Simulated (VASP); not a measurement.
Input of a VASP 6.6.1 run:

Contents of INCAR:

```
SYSTEM = NaF
PREC     = Accurate       ! precision mode
ENCUT    = 520            ! plane-wave cutoff, eV
EDIFF    = 1E-7           ! SCF threshold, eV
ISMEAR   = 0              ! smearing method
SIGMA    = 0.01           ! smearing width, eV
LREAL    = .False.        ! projectors in reciprocal space
LASPH    = .True.         ! aspherical terms in the spheres
NELM     = 100            ! most SCF steps
ALGO     = Normal         ! electronic algorithm
ISIF     = 2              ! what is computed and relaxed
LWAVE    = .False.        ! write WAVECAR
LCHARG   = .False.        ! write CHGCAR
NBANDS   = 14             ! bands
```

File KPOINTS:

```
Automatic mesh
0
Gamma
  8 8 8
  0 0 0
```

POSCAR

```
NaF
1.0
    0.0000000000      2.5312613675      2.5312613675
    2.5312613675      0.0000000000      2.5312613675
    2.5312613675      2.5312613675      0.0000000000
Na F
1 1
Direct
    0.0000000000      0.0000000000      0.0000000000
    0.2500000000      0.2500000000      0.2500000000
```

Potentials or basis: VASP PAW LDA potentials, release 64 (Na_pv, F).

Command:

```sh
$ cat potpaw_LDA.64/Na_pv/POTCAR potpaw_LDA.64/F/POTCAR > POTCAR
$ mpirun -np 1 vasp_std > vasp.out
```

What does it give for the band gap on the k mesh?

5.32 eV.

Estimate the pressure.

-2.2 GPa.

A k mesh can miss the band edges.
